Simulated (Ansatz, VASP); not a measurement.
## SiC: VASP beside Ansatz

```xyz
12
Lattice="3.0950 0.0000 0.0000 -1.5475 2.6803 0.0000 0.0000 0.0000 15.1700" Properties=species:S:1:pos:R:3 pbc="T T T"
Si    0.0000    0.0000    1.8970
Si    0.0000    0.0000    9.4820
Si    0.0000    1.7869    4.4270
Si    1.5475    0.8934   12.0120
Si    0.0000    1.7869   14.5376
Si    1.5475    0.8934    6.9526
C     0.0000    0.0000   -0.0050
C     0.0000    0.0000    7.5800
C     0.0000    1.7869    2.5309
C     1.5475    0.8934   10.1159
C     0.0000    1.7869   12.6412
C     1.5475    0.8934    5.0562
```

Alike in both runs: task electric field gradients; functional PBE; k mesh 15 × 15 × 3; occupations fermi-dirac, width 0.02 eV; no spin polarisation.

|  | VASP | Ansatz |
| --- | --- | --- |
| version | VASP 6.6.1 | Ansatz 0.2.0 |
| potentials or method | VASP PAW PBE potentials, release 64 (Si, C), cutoff 520 eV | plane-wave PAW, scalar-relativistic |
| valence electrons in the cell | 48 | 48 |

|  | VASP | Ansatz | Ansatz less VASP |
| --- | --- | --- | --- |
| gap on the k mesh at the Fermi level (eV) | 2.06 | 2.06 | +0.002 |
| pressure (GPa) | 0.2 | 0.2 | +0.05 |
| traceless stress, the component that is largest in VASP (GPa) | 0.38 | 0.37 | -0.004 |
| rms of the force components (eV/Å) | 0.003 | 0.004 | +0.0001 |
| size of Vzz on the site where it differs most (V/Å²) | 2.2 | 2.0 | -0.18 |

Atom by atom the forces differ by 0.000 eV/Å (rms over components). The functional is the same, so the differences come from potentials, cutoffs and numerics.
